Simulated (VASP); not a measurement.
# Zr (I4_1/amd) in VASP: a series of runs

Zr is run at these levels: PBEsol; tasks: relaxation of cell and atoms, single point.

Program: VASP 6.6.1. These are calculated values, not measurements. Logs are shortened: lines on timing, memory, paths and dates and some standing lists are left out, and cuts for length are marked.

**1. The cell of the first run**

It takes space group I4_1/amd (No. 141, tetragonal). The conventional cell has a = 5.478 Å, b = 5.478 Å, c = 3.009 Å, α = 90.00°, β = 90.00°, γ = 90.00°. Zr (site symmetry -4m2) has 10 Zr at 2.84 to 3.55 Å within 3.7 Å.

**2. Relaxation of cell and atoms, PBEsol**

File INCAR:

```
SYSTEM = Zr
ALGO = Normal
EDIFF = 1E-7
EDIFFG = -0.01
ENCUT = 500
GGA = PS
GGA_COMPAT = .FALSE.
IBRION = 2
ISIF = 3
ISMEAR = 0
LASPH = .TRUE.
LCHARG = .FALSE.
LREAL = .FALSE.
LWAVE = .FALSE.
NELM = 120
NELMIN = 4
NSW = 100
PREC = Accurate
SIGMA = 0.1
```

File KPOINTS:

```
k-points
0
G
  20 20 20
  0 0 0
```

File POSCAR:

```
Zr
1.0
   -2.7391805052      2.7391805052      1.5045040310
    2.7391805052     -2.7391805052      1.5045040310
    2.7391805052      2.7391805052     -1.5045040310
Zr
2
Direct
    0.0000000000      0.0000000000      0.0000000000
    0.7500000000      0.2500000000      0.5000000000
```

Potentials or basis: VASP PAW PBE potentials, release 64 (Zr_sv).

On the command line:

```
$ cat potpaw_PBE.64/Zr_sv/POTCAR > POTCAR
$ mpirun -np 1 vasp_std > vasp.out
```

OUTCAR:

```text
SYSTEM = Zr
   EDIFF = 1E-7
   EDIFFG = -0.01
   ENCUT = 500
   GGA = PS
   IBRION = 2
   ISIF = 3
   ISMEAR = 0
   LASPH = .TRUE.
   LREAL = .FALSE.
   NELM = 120
   NELMIN = 4
   NSW = 100
   PREC = Accurate

 ion  position               nearest neighbor table
   1  0.000  0.000  0.000-   2 2.84   2 2.84   2 2.84   2 2.84   2 3.55   2 3.55   2 3.55   2 3.55

   2  0.750  0.250  0.500-   1 2.84   1 2.84   1 2.84   1 2.84   1 3.55   1 3.55   1 3.55   1 3.55

  LATTYP: Found a body centered tetragonal cell.
 ALAT       =     5.4783610104
 C/A-ratio  =     0.5492533362

  Lattice vectors:

 A1 = (  -2.7391805052,   2.7391805052,   1.5045040310)
 A2 = (   2.7391805052,  -2.7391805052,   1.5045040310)
 A3 = (   2.7391805052,   2.7391805052,  -1.5045040310)

Analysis of symmetry for initial positions (statically):
=====================================================================
 Subroutine PRICEL returns:
 Original cell was already a primitive cell.

 Routine SETGRP: Setting up the symmetry group for a
 body centered tetragonal supercell.

 Subroutine GETGRP returns: Found 16 space group operations
 (whereof  8 operations were pure point group operations)
 out of a pool of 16 trial point group operations.

The static configuration has the point symmetry D_2d.
 The point group associated with its full space group is D_4h.

Analysis of symmetry for dynamics (positions and initial velocities):
=====================================================================
 Subroutine PRICEL returns:
 Original cell was already a primitive cell.

 Routine SETGRP: Setting up the symmetry group for a
 body centered tetragonal supercell.

 Subroutine GETGRP returns: Found 16 space group operations
 (whereof  8 operations were pure point group operations)
 out of a pool of 16 trial point group operations.

The dynamic configuration has the point symmetry D_2d.
 The point group associated with its full space group is D_4h.

 Subroutine INISYM returns: Found 16 space group operations
 (whereof  8 operations are pure point group operations),
 and found     1 'primitive' translations

----------------------------------------------------------------------------------------

                                     Primitive cell

  volume of cell :      45.1538

  direct lattice vectors                    reciprocal lattice vectors
    -2.739180505  2.739180505  1.504504031     0.000000000  0.182536346  0.332335434
     2.739180505 -2.739180505  1.504504031     0.182536346  0.000000000  0.332335434
[... 99 lines left out ...]
   EFERMI =   0.00;   METHOD = LEGACY
   ISMEAR =     0;   SIGMA  =   0.10  broadening in eV -4-tet -1-fermi 0-gaus
   EFERMI_NEDOS =   21; number of points for ismear=-14 and -15
   IALGO  =     38    algorithm
   IMIX   =      4    mixing-type and parameters
     AMIX     =   0.40;   BMIX     =  1.00
     AMIX_MAG =   1.60;   BMIX_MAG =  1.00
  volume/ion in A,a.u.               =      22.58       152.36
  Fermi-wavevector in a.u.,A,eV,Ry     =   1.326112  2.505989 23.926856  1.758574
  Thomas-Fermi vector in A             =   2.455523
   LORBIT       =      0    0 simple, 1 ext, 2 COOP (PROOUT), +10 PAW based schemes
   GGA     = PS    functional components
   LHFCALC =     F    Hartree Fock is set to
   AEXX    =    0.0000 exact exchange contribution
   IVDW    =     0    specifies the selected vdW correction
   LEPSILON=     F    determine dielectric tensor
   LRPA    =     F    only Hartree local field effects (RPA)
 conjugate gradient relaxation of ions
 non-spin polarized calculation
 Gauss-broadening in eV      SIGMA  =   0.10
  energy-cutoff  :      500.00
  volume of cell :       45.15
 maximum number of plane-waves:      1168
   NGX = 15   NGY = 15   NGZ = 15

--------------------------------------- Ionic step        1  -------------------------------------------

 number of electron      24.0000000 magnetization

 Free energy of the ion-electron system (eV)
  ---------------------------------------------------
  ext. energy  EPLUGINS =         0.00000000
  ---------------------------------------------------
  free energy    TOTEN  =       -17.22340138 eV

  energy without entropy =      -17.20764333  energy(sigma->0) =      -17.21552235

------------------------ aborting loop because EDIFF is reached ----------------------------------------

  FORCE on cell =-STRESS in cart. coord.  units (eV):
  Direction    XX          YY          ZZ          XY          YZ          ZX
  --------------------------------------------------------------------------------------
  -------------------------------------------------------------------------------------
  Total       -0.1021978     -0.1021978      0.0504169      0.0000000      0.0000000      0.0000000
  in kB       -3.6262495     -3.6262495      1.7889260      0.0000000      0.0000000      0.0000000
  external PRESSURE =      -1.8211910 kB  Pullay stress =       0.0000000 kB
[... 95 lines left out ...]
--------------------------------------- Ionic step        4  -------------------------------------------

 number of electron      24.0000000 magnetization

 Free energy of the ion-electron system (eV)
  ---------------------------------------------------
  ext. energy  EPLUGINS =         0.00000000
  ---------------------------------------------------
  free energy    TOTEN  =       -17.22387631 eV

  energy without entropy =      -17.20794315  energy(sigma->0) =      -17.21590973

 E-fermi :   8.7669     XC(G=0): -11.3068

 val. band max:        8.7658500458   @ k =  -0.4000   0.5000   0.1500
 cond. band min:       8.7669720797   @ k =  -0.1500  -0.3500   0.1500
 fundamental gap:      0.0011220339
 Fermi energy:         8.7668841781

 k-point     1 :       0.0000    0.0000    0.0000
  band No.  band energies     occupation
      1     -39.5985      2.00000
      2     -39.1970      2.00000
      3     -18.1544      2.00000
      4     -18.1544      2.00000
      5     -16.9945      2.00000
      6     -16.9757      2.00000
[... 433 lines left out ...]
      3     -18.1106      2.00000
      4     -17.8800      2.00000
      5     -17.6609      2.00000
      6     -17.4314      2.00000
[... 8 lines left out ...]
     15      11.5133      0.00000
     16      11.6585      0.00000

 [... further k-points ...]

------------------------ aborting loop because EDIFF is reached ----------------------------------------

  FORCE on cell =-STRESS in cart. coord.  units (eV):
  Direction    XX          YY          ZZ          XY          YZ          ZX
  --------------------------------------------------------------------------------------
  -------------------------------------------------------------------------------------
  Total        0.0032252      0.0032252      0.0094275      0.0000000      0.0000000      0.0000000
  in kB        0.1147098      0.1147098      0.3353011      0.0000000      0.0000000      0.0000000
  external PRESSURE =       0.1882402 kB  Pullay stress =       0.0000000 kB
[... 17 lines left out ...]
  FREE ENERGIE OF THE ION-ELECTRON SYSTEM (eV)
  ---------------------------------------------------
  free  energy   TOTEN  =       -17.2238763065 eV

  energy  without entropy=      -17.2079431519  energy(sigma->0) =      -17.21590973

 reached required accuracy - stopping structural energy minimisation
```

Run time: 8.7 min. Hardware: 1 thread of Intel Xeon 6975P-C (Granite Rapids), shared host; peak memory 0.48 GiB.

Results:

| Property | Result |
| --- | --- |
| Free energy | -17.2239 eV |
| Relaxed volume | 22.52 Å³/atom |
| Relaxed cell | a = 4.146 Å, b = 4.146 Å, c = 4.146 Å, α = 97.64°, β = 97.64°, γ = 137.24° |
| Space group after relaxing (to 0.1 Å) | I4_1/amd (No. 141) |
| Energy gained by relaxing | 0.2 meV/atom |
| Ionic steps | 4 |
| Pressure after relaxing | 0.0 GPa |
| Band gap on the k mesh | zero (bands 12 and 13 overlap by 1.21 eV) |

Step by step:
```tsv
step	energy change (eV)	largest force (eV/Å)	pressure (GPa)	volume (Å³)
1	0.0000	0.0000	-0.18	45.15
2	-0.0003	0.0000	0.14	44.99
3	-0.0003	0.0000	0.18	44.96
4	-0.0005	0.0000	0.02	45.05
```

Final structure:
```cif
data_structure
_symmetry_space_group_name_H-M 'P 1'
_symmetry_Int_Tables_number 1
_cell_length_a 4.1458
_cell_length_b 4.1458
_cell_length_c 4.1458
_cell_angle_alpha 97.636
_cell_angle_beta 97.636
_cell_angle_gamma 137.243
_cell_volume 45.05
loop_
_atom_site_label
_atom_site_type_symbol
_atom_site_fract_x
_atom_site_fract_y
_atom_site_fract_z
_atom_site_occupancy
Zr1 Zr 0.00000 0.00000 0.00000 1
Zr2 Zr 0.75000 0.25000 0.50000 1
```

Levels at points of the mesh, in eV from the Fermi level:
```tsv
k point	band 8	band 9	band 10	band 11	band 12	band 13	band 14	band 15	band 16
(0.00, 0.00, 0.00)	-25.69	-5.13	-3.08	-1.19	-0.73	0.13	3.33	3.33	3.41
(0.50, 0.00, 0.00)	-25.63	-2.36	-2.28	-0.94	-0.17	1.51	1.53	1.89	3.44
(0.50, 0.50, 0.00)	-25.67	-2.53	-2.53	-0.52	-0.52	0.88	0.88	2.42	2.42
(0.50, 0.50, 0.50)	-25.54	-2.19	-2.19	0.12	0.12	1.00	1.00	2.95	2.95
```

Caveat: the PAW data sets were made with another functional, which shifts forces and pressure a little.

[end of part 1 of 2]
